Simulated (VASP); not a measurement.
Here is a VASP 6.6.1 calculation.

File INCAR:

```
  PREC = Accurate
  ENCUT = 520
  EDIFF = 1E-6
  ISMEAR = -1
  SIGMA = 0.05
  LREAL = False
  LASPH = True
  NELM = 80
  ALGO = Normal
  ISIF = 2
  LWAVE = False
  LCHARG = True
  GGA = PE
  LELF = True
  LVHAR = True
  NBANDS = 12
```

The input KPOINTS:

```
Automatic mesh
0
Gamma
  17 17 16
```

POSCAR

```
Ta
1.0
    2.4390980835      0.0000000000      0.0000000000
   -1.2195490417      2.1123209026      0.0000000000
    0.0000000000      0.0000000000      2.3028387396
Ta
1
Direct
    0.0000000000      0.0000000000      0.0000000000
```

Potentials or basis: VASP PAW PBE potentials, release 64 (Ta_pv).

Run with:

```bash
$ cat potpaw_PBE.64/Ta_pv/POTCAR > POTCAR
$ mpirun -np 1 vasp_std > vasp.out
```

Q: What does it give for the pressure?

A: 221.5 GPa.

Stress tensor (GPa, compression positive):
```
221.27   0.00   0.00
  0.00 221.27   0.00
  0.00   0.00 222.06
```
